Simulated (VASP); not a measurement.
Write the native input for VASP 6.6.1 that does the following.

```yaml
Task: single point
Functional: PBE
Potentials_or_basis: VASP PAW PBE potentials, release 64 (Lu, Ti_sv, N)
Cutoff: 520 eV
k_mesh: 4 × 4 × 4
Occupations: gaussian, width 0.1 eV
Spin: collinear spin
Starting_moments: "[0.0, 0.0, 0.0, 1.0, 0.0] μB"
Dipole_correction: no
Further_INCAR_settings: ALGO = Normal; EDIFF = 1e-06; NBANDS = 58
```

The structure of Lu3TiN lies in POSCAR:

```
Lu3TiN
1.0
    4.7200788065      0.0000000000      0.0000000000
    0.0000000000      4.7200788065      0.0000000000
    0.0000000000      0.0000000000      4.7200788065
Lu Ti N
3 1 1
Direct
    0.5000000000      0.0000000000      0.5000000000
    0.5000000000      0.5000000000      0.0000000000
    0.0000000000      0.5000000000      0.5000000000
    0.0000000000      0.0000000000      0.0000000000
    0.5000000000      0.5000000000      0.5000000000
```

The cell was generated, and may not be a known phase.

These files were run (other wordings do the same):

INCAR

```
SYSTEM = Lu3TiN
PREC     = Accurate       ! precision mode
ENCUT    = 520            ! plane-wave cutoff, eV
EDIFF    = 1E-6           ! SCF threshold, eV
ISMEAR   = 0              ! smearing method
SIGMA    = 0.1            ! smearing width, eV
LREAL    = .False.        ! projectors in reciprocal space
LASPH    = .True.         ! aspherical terms in the spheres
NELM     = 150            ! most SCF steps
ALGO     = Normal         ! electronic algorithm
ISIF     = 2              ! what is computed and relaxed
LWAVE    = .False.        ! write WAVECAR
LCHARG   = .True.         ! write CHGCAR
ISPIN    = 2              ! spin polarisation
MAGMOM   = 0 0 0 1 0      ! initial moments
LORBIT   = 11             ! projections on sites
LMAXMIX  = 4              ! l up to which the mixer works
GGA      = PE             ! functional
LELF     = .True.         ! ELF
LVHAR    = .True.       
NBANDS   = 58             ! bands
```

KPOINTS

```
Automatic mesh
0
Gamma
  4 4 4
  0 0 0
```

Potentials or basis: VASP PAW PBE potentials, release 64 (Lu, Ti_sv, N).

Launch:

```console
$ cat potpaw_PBE.64/Lu/POTCAR potpaw_PBE.64/Ti_sv/POTCAR potpaw_PBE.64/N/POTCAR > POTCAR
$ mpirun -np 1 vasp_std > vasp.out
```

It gave:

* Pressure: 0.3 GPa
* Net moment: 3.13 μB per cell
* Site moments: Lu +0.18; Ti +1.37; N +0.01 μB
* Valence electrons inside the program's atomic spheres: Lu 23.25; Ti 10.12; N 3.69

It took 6.3 min on 1 thread of Intel Xeon 8259CL, with other jobs on the host, peak memory 0.31 GiB.
